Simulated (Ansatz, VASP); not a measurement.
## One calculation of TaN, two programs

```
Ta N
1.0
     0.00000    2.12453    2.23347
     2.12453    0.00000    2.23347
     2.12453    2.12453    0.00000
Ta N
1 1
Direct
  0.50000 0.50000 0.50000
  0.00000 0.00000 0.00000
```

Change from the starting cell: strain -0.025 along x and y, +0.025 along z, atoms carried along.

Alike in both runs: task single point; functional PBEsol; k mesh 18 × 18 × 18; occupations gaussian, width 0.15 eV; no spin polarisation.

|  | VASP | Ansatz |
| --- | --- | --- |
| version | VASP 6.6.1 | Ansatz 0.2.0 |
| potentials or method | VASP PAW PBE potentials, release 64 (Ta_sv_GW, N), cutoff 600 eV | scalar-relativistic, plane waves, PAW |
| valence electrons in the cell | 18 | 18 |

Ansatz gave:

* gap on the k mesh at the Fermi level (eV): none
* pressure (GPa): 17.2
* traceless stress, the component that is largest in VASP (GPa): -21.85

Problem. Which values does VASP return?

Solution. gap on the k mesh at the Fermi level (eV): none; pressure (GPa): 17.4; traceless stress, the component that is largest in VASP (GPa): -21.94.

VASP's potentials were made for PBE, not for PBEsol. A gap of «none» marks a metal or a gap that the smearing closes. With one functional, cell and mesh, what is left measures potentials, basis and numerics.

Spin-orbit coupling is off throughout.
